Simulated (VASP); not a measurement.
# CdSe (Fm-3m) in VASP: further runs, part 2 of 2

VASP 6.6.1. The steps go on from the part before.

## Step 3: Single point, PBE

This run uses another cell than the first one, of 25.15 Å³/atom, 1.065 times its volume.

The input, INCAR:

```
SYSTEM = CdSe
PREC = Accurate
ENCUT = 500
EDIFF = 1E-6
ISMEAR = 0
SIGMA = 0.05
LREAL = .FALSE.
LASPH = .TRUE.
NELM = 120
ALGO = Normal
ISIF = 2
LWAVE = .FALSE.
LCHARG = .FALSE.
GGA = PE
NBANDS = 16
GGA_COMPAT = .FALSE.
```

The input, KPOINTS:

```
Automatic mesh
0
G
  6 6 6
  0 0 0
```

The input, POSCAR:

```
CdSe
1.0
    0.0000000000      2.9300000000      2.9300000000
    2.9300000000      0.0000000000      2.9300000000
    2.9300000000      2.9300000000      0.0000000000
Cd Se
1 1
Direct
    0.0000000000      0.0000000000      0.0000000000
    0.5000000000      0.5000000000      0.5000000000
```

Potentials or basis: VASP PAW PBE potentials, release 64 (Cd, Se).

On the command line:

```console
$ cat potpaw_PBE.64/Cd/POTCAR potpaw_PBE.64/Se/POTCAR > POTCAR
$ mpirun -np 1 vasp_std > vasp.out
```

OUTCAR:

```text
SYSTEM = CdSe
   PREC = Accurate
   ENCUT = 500
   EDIFF = 1E-6
   ISMEAR = 0
   LREAL = .FALSE.
   LASPH = .TRUE.
   NELM = 120
   ISIF = 2
   GGA = PE

 ion  position               nearest neighbor table
   1  0.000  0.000  0.000-   2 2.93   2 2.93   2 2.93   2 2.93   2 2.93   2 2.93
   2  0.500  0.500  0.500-   1 2.93   1 2.93   1 2.93   1 2.93   1 2.93   1 2.93

  LATTYP: Found a face centered cubic cell.
 ALAT       =     5.8600000000

  Lattice vectors:

 A1 = (   0.0000000000,   2.9300000000,   2.9300000000)
 A2 = (   2.9300000000,   0.0000000000,   2.9300000000)
 A3 = (   2.9300000000,   2.9300000000,   0.0000000000)

Analysis of symmetry for initial positions (statically):
=====================================================================
 Subroutine PRICEL returns:
 Original cell was already a primitive cell.

 Routine SETGRP: Setting up the symmetry group for a
 face centered cubic supercell.

 Subroutine GETGRP returns: Found 48 space group operations
 (whereof 48 operations were pure point group operations)
 out of a pool of 48 trial point group operations.

The static configuration has the point symmetry O_h .

Analysis of symmetry for dynamics (positions and initial velocities):
=====================================================================
 Subroutine PRICEL returns:
 Original cell was already a primitive cell.

 Routine SETGRP: Setting up the symmetry group for a
 face centered cubic supercell.

 Subroutine GETGRP returns: Found 48 space group operations
 (whereof 48 operations were pure point group operations)
 out of a pool of 48 trial point group operations.

The dynamic configuration has the point symmetry O_h .

 Subroutine INISYM returns: Found 48 space group operations
 (whereof 48 operations are pure point group operations),
 and found     1 'primitive' translations

----------------------------------------------------------------------------------------

                                     Primitive cell

  volume of cell :      50.3075

  direct lattice vectors                    reciprocal lattice vectors
     0.000000000  2.930000000  2.930000000    -0.170648464  0.170648464  0.170648464
     2.930000000  0.000000000  2.930000000     0.170648464 -0.170648464  0.170648464
     2.930000000  2.930000000  0.000000000     0.170648464  0.170648464 -0.170648464

  length of vectors
     4.143645738  4.143645738  4.143645738     0.295571810  0.295571810  0.295571810

  position of ions in fractional coordinates (direct lattice)
     0.000000000  0.000000000  0.000000000
     0.500000000  0.500000000  0.500000000

  ion indices of the primitive-cell ions
   primitive index   ion index
                 1           1
                 2           2

----------------------------------------------------------------------------------------

 KPOINTS: Automatic mesh

Automatic generation of k-mesh.
 Grid dimensions read from file:
 generate k-points for:    6    6    6

 Generating k-lattice:

  Cartesian coordinates                     Fractional coordinates (reciprocal lattice)
    -0.028441411  0.028441411  0.028441411     0.166666667  0.000000000  0.000000000
     0.028441411 -0.028441411  0.028441411     0.000000000  0.166666667  0.000000000
     0.028441411  0.028441411 -0.028441411     0.000000000  0.000000000  0.166666667

  Length of vectors
     0.049261968  0.049261968  0.049261968

  Shift w.r.t. Gamma in fractional coordinates (k-lattice)
     0.000000000  0.000000000  0.000000000

 Subroutine IBZKPT returns following result:
 ===========================================

 Found     16 irreducible k-points:

 Following reciprocal coordinates:
            Coordinates               Weight
  0.000000  0.000000  0.000000      1.000000
  0.166667  0.000000  0.000000      8.000000
  0.333333  0.000000  0.000000      8.000000
  0.500000  0.000000  0.000000      4.000000
  0.166667  0.166667  0.000000      6.000000
  0.333333  0.166667  0.000000     24.000000
[... 8 lines left out ...]
 -0.333333  0.333333  0.166667     24.000000
 -0.333333  0.500000  0.166667     12.000000
   k-points           NKPTS =     16   k-points in BZ     NKDIM =     16   number of bands    NBANDS=     16
   number of dos      NEDOS =    301   number of ions     NIONS =      2
   total plane-waves  NPLWV =  27000
   dimension x,y,z NGX =    30 NGY =   30 NGZ =   30
   dimension x,y,z NGXF=    60 NGYF=   60 NGZF=   60
   ions per type =               1   1
   NGX,Y,Z   is equivalent  to a cutoff of  12.04, 12.04, 12.04 a.u.
   NGXF,Y,Z  is equivalent  to a cutoff of  24.07, 24.07, 24.07 a.u.
 SYSTEM =  CdSe
   PREC   = accura    normal or accurate (medium, high low for compatibility)
   ISTART =      0    job   : 0-new  1-cont  2-samecut
   ICHARG =      2    charge: 1-file 2-atom 10-const
   ISPIN  =      1    spin polarized calculation?
   LNONCOLLINEAR =      F non collinear calculations
   LSORBIT =      F    spin-orbit coupling
   LASPH  =      T    aspherical Exc in radial PAW
   ENCUT  =  500.0 eV  36.75 Ry    6.06 a.u.   7.55  7.55  7.55*2*pi/ulx,y,z
   NELM   =    120;   NELMIN=  2; NELMDL= -5     # of ELM steps
   EDIFF  = 0.1E-05   stopping-criterion for ELM
   LREAL  =      F    real-space projection
   EDIFFG = 0.1E-04   stopping-criterion for IOM
   NSW    =      0    number of steps for IOM
   IBRION =     -1    ionic relax: 0-MD 1-quasi-New 2-CG
   NFREE  =      0    steps in history (QN), initial steepest desc. (CG)
   ISIF   =      2    stress and relaxation
   ISYM   =      2    0-nonsym 1-usesym 2-fastsym
   POTIM  = 0.5000    time-step for ionic-motion
   TEBEG  =    0.0;   TEEND  =   0.0 temperature during run
   PSTRESS=    0.0 pullay stress
   NELECT =      18.0000    total number of electrons
   NUPDOWN=      -1.0000    fix difference up-down
   EMIN   =  10.00;   EMAX   =-10.00  energy-range for DOS
   EFERMI =   0.00;   METHOD = LEGACY
   ISMEAR =     0;   SIGMA  =   0.05  broadening in eV -4-tet -1-fermi 0-gaus
   EFERMI_NEDOS =   21; number of points for ismear=-14 and -15
   IALGO  =     38    algorithm
   IMIX   =      4    mixing-type and parameters
     AMIX     =   0.40;   BMIX     =  1.00
     AMIX_MAG =   1.60;   BMIX_MAG =  1.00
  volume/ion in A,a.u.               =      25.15       169.75
  Fermi-wavevector in a.u.,A,eV,Ry     =   1.162219  2.196276 18.378117  1.350753
  Thomas-Fermi vector in A             =   2.298783
   LORBIT       =      0    0 simple, 1 ext, 2 COOP (PROOUT), +10 PAW based schemes
   GGA     = PE    functional components
   LHFCALC =     F    Hartree Fock is set to
   AEXX    =    0.0000 exact exchange contribution
   IVDW    =     0    specifies the selected vdW correction
   LEPSILON=     F    determine dielectric tensor
   LRPA    =     F    only Hartree local field effects (RPA)
 non-spin polarized calculation
 Gauss-broadening in eV      SIGMA  =   0.05
  energy-cutoff  :      500.00
  volume of cell :       50.31
 maximum number of plane-waves:      1303
   NGX = 15   NGY = 15   NGZ = 15

 number of electron      17.9999996 magnetization

 Free energy of the ion-electron system (eV)
  ---------------------------------------------------
  ext. energy  EPLUGINS =         0.00000000
  ---------------------------------------------------
  free energy    TOTEN  =        -5.17312558 eV

  energy without entropy =       -5.17135809  energy(sigma->0) =       -5.17224184

 E-fermi :   1.7543     XC(G=0):  -9.7253

 val. band max:        1.7315981660   @ k =  -0.1667   0.1667   0.0000
 cond. band min:       2.6960049176   @ k =   0.5000   0.3333   0.0000
 fundamental gap:      0.9644067516
 Fermi energy:         1.7542598380

 k-point     1 :       0.0000    0.0000    0.0000
  band No.  band energies     occupation
      1     -10.7908      2.00000
      2      -6.0415      2.00000
      3      -6.0415      2.00000
      4      -6.0274      2.00000
      5      -6.0274      2.00000
      6      -6.0274      2.00000
[... 8 lines left out ...]
     15      11.2299      0.00000
     16      11.2299      0.00000
[... 267 lines left out ...]
 k-point    16 :      -0.3333    0.5000    0.1667
  band No.  band energies     occupation
      1     -10.0475      2.00000
      2      -6.0767      2.00000
      3      -6.0681      2.00000
      4      -5.9500      2.00000
      5      -5.8714      2.00000
      6      -5.5717      2.00000
[... 8 lines left out ...]
     15      14.4189      0.00000
     16      16.4158      0.00000

------------------------ aborting loop because EDIFF is reached ----------------------------------------

  FORCE on cell =-STRESS in cart. coord.  units (eV):
  Direction    XX          YY          ZZ          XY          YZ          ZX
  --------------------------------------------------------------------------------------
  -------------------------------------------------------------------------------------
  Total       -0.9158303     -0.9158303     -0.9158303     -0.0000000      0.0000000      0.0000000
  in kB      -29.1670642    -29.1670642    -29.1670642     -0.0000000      0.0000000      0.0000000
  external PRESSURE =     -29.1670642 kB  Pullay stress =       0.0000000 kB

 VOLUME and BASIS-vectors are now :
 -----------------------------------------------------------------------------
  energy-cutoff  :      500.00
  volume of cell :       50.31
      direct lattice vectors                 reciprocal lattice vectors
     0.000000000  2.930000000  2.930000000    -0.170648464  0.170648464  0.170648464
     2.930000000  0.000000000  2.930000000     0.170648464 -0.170648464  0.170648464
     2.930000000  2.930000000  0.000000000     0.170648464  0.170648464 -0.170648464

 POSITION                                       TOTAL-FORCE (eV/Angst)
 -----------------------------------------------------------------------------------
      0.00000      0.00000      0.00000         0.000000      0.000000      0.000000
      2.93000      2.93000      2.93000         0.000000      0.000000     -0.000000
 -----------------------------------------------------------------------------------
    total drift:                               -0.000000      0.000000      0.000000

  FREE ENERGIE OF THE ION-ELECTRON SYSTEM (eV)
  ---------------------------------------------------
  free  energy   TOTEN  =        -5.1731255849 eV

  energy  without entropy=       -5.1713580919  energy(sigma->0) =       -5.17224184
```

OSZICAR:

```text
N       E                     dE             d eps       ncg     rms          rms(c)
DAV:   1     0.102062543434E+03    0.10206E+03   -0.89432E+03   528   0.100E+03
DAV:   2    -0.204660563950E+01   -0.10411E+03   -0.99074E+02   624   0.243E+02
DAV:   3    -0.560817326209E+01   -0.35616E+01   -0.35573E+01   616   0.470E+01
DAV:   4    -0.562021051351E+01   -0.12037E-01   -0.12037E-01   648   0.262E+00
DAV:   5    -0.562026951305E+01   -0.59000E-04   -0.58999E-04   608   0.163E-01    0.471E+00
DAV:   6    -0.519466099466E+01    0.42561E+00   -0.63798E-01   648   0.863E+00    0.409E+00
DAV:   7    -0.517394838881E+01    0.20713E-01   -0.10211E-01   568   0.229E+00    0.196E+00
DAV:   8    -0.517306691025E+01    0.88148E-03   -0.97945E-03   584   0.112E+00    0.203E-01
DAV:   9    -0.517308468962E+01   -0.17779E-04   -0.84250E-04   616   0.303E-01    0.454E-02
DAV:  10    -0.517311368132E+01   -0.28992E-04   -0.79198E-05   616   0.104E-01    0.394E-02
DAV:  11    -0.517312550050E+01   -0.11819E-04   -0.15874E-05   576   0.326E-02    0.128E-02
DAV:  12    -0.517312558486E+01   -0.84368E-07   -0.24895E-07   424   0.333E-03
   1 F= -.51731256E+01 E0= -.51722418E+01  d E =-.176749E-02
```

Wall time 27 s (1 thread of Intel Xeon 8259CL, shared host); peak memory 0.17 GiB.

What came out:

```
Free energy            : -5.1731 eV
Pressure               : -2.9 GPa
Band gap on the k mesh : zero (band 9 reaches 1.73 eV, above the bottom of band 10 at 1.33 eV)
```

## Step 4: Single point, PBE

This run uses another cell than the first one, of 24.49 Å³/atom, 1.037 times its volume.

The input, INCAR:

```
PREC = Accurate ; ENCUT = 500
EDIFF = 1E-6 ; ISMEAR = 0
SIGMA = 0.05 ; LREAL = False
LASPH = True ; NELM = 120
ALGO = Normal ; ISIF = 2
LWAVE = False ; LCHARG = True
GGA = PE ; LELF = True
LVHAR = True ; NBANDS = 16
GGA_COMPAT = False
```

The input, KPOINTS:

```
regular mesh
0
Gamma
  6 6 6
```

The input, POSCAR:

```
CdSe
1.0
    0.0000000000      2.9040377650      2.9040377650
    2.9040377650      0.0000000000      2.9040377650
    2.9040377650      2.9040377650      0.0000000000
Cd Se
1 1
Direct
    0.0000000000      0.0000000000      0.0000000000
    0.5000000000      0.5000000000      0.5000000000
```

On the command line:

```console
$ cat potpaw_PBE.64/Cd/POTCAR potpaw_PBE.64/Se/POTCAR > POTCAR
$ mpirun -np 1 vasp_std > vasp.out
```

Run time: 28 s. Hardware: 1 thread of Intel Xeon 8259CL, shared host; peak memory 0.17 GiB.

It converged, with:

```
Free energy            : -5.1921 eV
Pressure               : -1.7 GPa
Band gap on the k mesh : zero (band 9 reaches 1.95 eV, above the bottom of band 10 at 1.55 eV)
```

Levels at points of the mesh, in eV from the Fermi level:
```
           k point  band 6  band 7  band 8  band 9  band 10  band 11  band 12  band 13
(0.00, 0.00, 0.00)   -7.83   -0.55   -0.55   -0.55    -0.02     8.64     8.64     8.64
(0.50, 0.00, 0.00)   -7.70   -4.75   -0.04   -0.04     3.06     5.29     5.29     5.69
(0.50, 0.50, 0.00)   -7.23   -3.86   -1.92   -1.92    -0.43     5.53     9.50    10.09
```

## Step 5: Overview

```csv
cell,gap on the mesh (eV),pressure (GPa)
"a = 4.057 Å, angles 60.0°, 2 atoms",none,0.3
"a = 4.144 Å, angles 60.0°, 2 atoms",none,-2.9
"a = 4.107 Å, angles 60.0°, 2 atoms",none,-1.7
```

Alike in all rows: task single point; level PBE; potentials or basis VASP PAW PBE potentials, release 64 (Cd, Se); no spin polarisation; k mesh 6 × 6 × 6; cutoff (eV) 500; smearing gaussian 0.05 eV.

Absolute energies hang on the potentials; compare differences alone.
